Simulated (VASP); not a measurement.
**HfC: electric field gradients with PBE**

The system is HfC.

```
CELL_PARAMETERS angstrom
0.04650 2.34825 2.34825
2.34825 0.04650 2.34825
2.34825 2.34825 0.04650
ATOMIC_POSITIONS crystal
Hf 0.50000 0.50000 0.50000
C 0.00000 0.00000 0.00000
```

This cell differs from its parent crystal: equal xy, yz and zx shear strains of +2 %.

```json
{"Program": "VASP 6.6.1", "Task": "electric field gradients", "Functional": "PBE", "Potentials or basis": "VASP PAW PBE potentials, release 64 (Hf_pv, C)", "Cutoff": "520 eV", "k mesh": "15 × 15 × 15", "Occupations": "fermi-dirac, width 0.05 eV", "Spin": "no spin polarisation", "Dipole correction": "no", "Further INCAR settings": "ALGO = Normal; EDIFF = 1e-08; NBANDS = 14"}
```

```json
{
 "Pressure": "-0.4 GPa",
 "Band gap on the k mesh": "zero (bands 7 and 8 overlap by 1.40 eV)",
 "Largest electric field gradient by atom": "Hf -3.7; C -0.6 V/Å²"
}
```

Stress tensor (GPa, compression positive):
```
-0.37 -3.47 -3.47
-3.47 -0.37 -3.47
-3.47 -3.47 -0.37
```

Levels at points of the mesh, in eV from the Fermi level:
```tsv
k point	band 5	band 6	band 7	band 8	band 9	band 10
(0.00, 0.00, 0.00)	0.88	1.09	1.09	1.12	1.54	1.54
```

Electric field gradients, principal values (V/Å²):
| atom | least | middle | greatest (by size) |
| --- | --- | --- | --- |
| 1 Hf | 1.839 | 1.839 | -3.679 |
| 2 C | 0.276 | 0.276 | -0.552 |

Run time: 3.5 min on 1 thread of Intel Xeon 8259CL, with other jobs on the host, peak memory 0.26 GiB.

Caveat: the cell differs from its parent crystal (equal xy, yz and zx shear strains of +2 %); without QUAD_EFG the Cq values of the log hold for a quadrupole moment of 1 mb, not for the nuclei; spin-orbit coupling is left out, which moves the levels of the heavy elements.
